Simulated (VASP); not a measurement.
# CdS: single point with PBEsol

Crystal: CdS.

```
Cd S
1.0
     0.00000    2.75324    2.75324
     2.75324    0.00000    2.75324
     2.75324    2.75324    0.00000
Cd S
1 1
Direct
  0.00000 0.00000 0.00000
  0.50000 0.50000 0.50000
```

```json
{
  "Program": "VASP 6.6.1",
  "Task": "single point",
  "Functional": "PBEsol",
  "Potentials or basis": "VASP PAW PBE potentials, release 64 (Cd, S)",
  "Cutoff": "520 eV",
  "k mesh": "10 × 10 × 10",
  "Occupations": "fermi-dirac, width 0.1 eV",
  "Spin": "no spin polarisation"
}
```

```json
{"Pressure": "-4.0 GPa"}
```

Levels at points of the mesh, in eV from the Fermi level:
```csv
k point,band 7,band 8,band 9,band 10,band 11,band 12
"(0.00, 0.00, 0.00)",-1.04,-1.04,-1.04,0.38,8.83,8.83
"(0.50, 0.00, 0.00)",-5.14,-0.33,-0.33,3.05,5.49,5.49
"(0.50, 0.50, 0.00)",-4.51,-2.42,-2.42,-0.19,5.61,9.28
```

Run time: 26 s on 1 thread of Intel(R) Xeon(R) Platinum 8488C (Sapphire Rapids), on a shared host, peak memory 0.18 GiB.

Caveat: the PAW data sets were made with another functional, which shifts forces and pressure a little.
